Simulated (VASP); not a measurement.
Here is a VASP 6.6.1 calculation.

INCAR

```
ALGO = Normal
EDIFF = 1E-7
ENCUT = 520
GGA = PE
ISIF = 2
ISMEAR = 0
LASPH = True
LCHARG = False
LREAL = False
LWAVE = False
NBANDS = 11
NELM = 80
PREC = Accurate
SIGMA = 0.05
```

KPOINTS

```
k-points
0
Gamma
  9 9 8
```

File POSCAR:

```
MgO
1.0
    2.8939505899      0.0000000000      0.0000000000
   -1.4469752949      2.5062347281      0.0000000000
    0.0000000000      0.0000000000      2.5992896000
Mg O
1 1
Direct
    0.0000000000      0.0000000000      0.0000000000
    0.3333333333      0.6666666667      0.5000000000
```

Potentials or basis: VASP PAW PBE potentials, release 64 (Mg, O).

The run is started by

```sh
$ cat potpaw_PBE.64/Mg/POTCAR potpaw_PBE.64/O/POTCAR > POTCAR
$ mpirun -np 1 vasp_std > vasp.out
```

(1) Estimate the pressure.

(2) Predict the band gap on the k mesh.

Answers

(1) 9.3 GPa.

(2) 3.37 eV, indirect (least direct gap 3.76 eV).

Caveat: the cell differs from its parent crystal (strain -0.015 along x and y, -0.030 along z).
